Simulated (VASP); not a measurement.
Set up this calculation in VASP 6.6.1, as the native input.

| Property | Result |
| --- | --- |
| Task | relaxation of cell and atoms |
| Functional | PBEsol |
| Potentials or basis | VASP PAW PBE potentials, release 64 (V_sv, H) |
| Cutoff | 600 eV |
| k mesh | 9 × 9 × 9 |
| Occupations | methfessel-paxton, width 0.1 eV |
| Spin | collinear spin, ferromagnetic start |
| Starting moments | [1.5, 0.0] μB |
| Dipole correction | no |
| Further INCAR settings | ALGO = Normal; EDIFF = 1e-06; IBRION = 2; EDIFFG = -0.03; NSW = 80; ISIF = 3 |

The structure of VH lies in POSCAR:

```
VH
1.0
    2.4200000000      0.0000000000      0.0000000000
    0.0000000000      2.4200000000      0.0000000000
    0.0000000000      0.0000000000      2.4200000000
V H
1 1
Direct
    0.0000000000      0.0000000000      0.0000000000
    0.5000000000      0.5000000000      0.5000000000
```

One way to write it, as run:

INCAR

```
  PREC = Accurate
  ENCUT = 600
  EDIFF = 1E-6
  ISMEAR = 1
  SIGMA = 0.1
  LREAL = F
  LASPH = T
  NELM = 150
  ALGO = Normal
  ISIF = 3
  LWAVE = F
  LCHARG = F
  ISPIN = 2
  MAGMOM = 1.5 0
  LORBIT = 11
  LMAXMIX = 4
  GGA = PS
  IBRION = 2
  NSW = 80
  EDIFFG = -0.03
```

KPOINTS

```
regular mesh
0
Gamma
  9 9 9
```

Potentials or basis: VASP PAW PBE potentials, release 64 (V_sv, H).

Run with:

```console
$ cat potpaw_PBE.64/V_sv/POTCAR potpaw_PBE.64/H/POTCAR > POTCAR
$ mpirun -np 1 vasp_std > vasp.out
```

It gave:

```json
{
  "Relaxed volume": "7.67 Å³/atom",
  "Relaxed cell": "a = 2.485 Å, b = 2.485 Å, c = 2.485 Å, α = 90.00°, β = 90.00°, γ = 90.00°",
  "Space group after relaxing (to 0.05 Å)": "Pm-3m (No. 221)",
  "Energy gained by relaxing": "29.0 meV/atom",
  "Ionic steps": "3",
  "Pressure after relaxing": "0.0 GPa",
  "Band gap on the k mesh": "zero (filled and empty bands overlap)",
  "Net moment": "0.00 μB per cell",
  "Valence electrons inside the program's atomic spheres": "V 11.81; H 0.50"
}
```

Caveat: the PAW data sets were made with another functional, which shifts forces and pressure a little.

Wall time 32 s on 1 thread of Oxide Virtual Turin-like Processor, with other jobs on the host, peak memory 0.11 GiB.
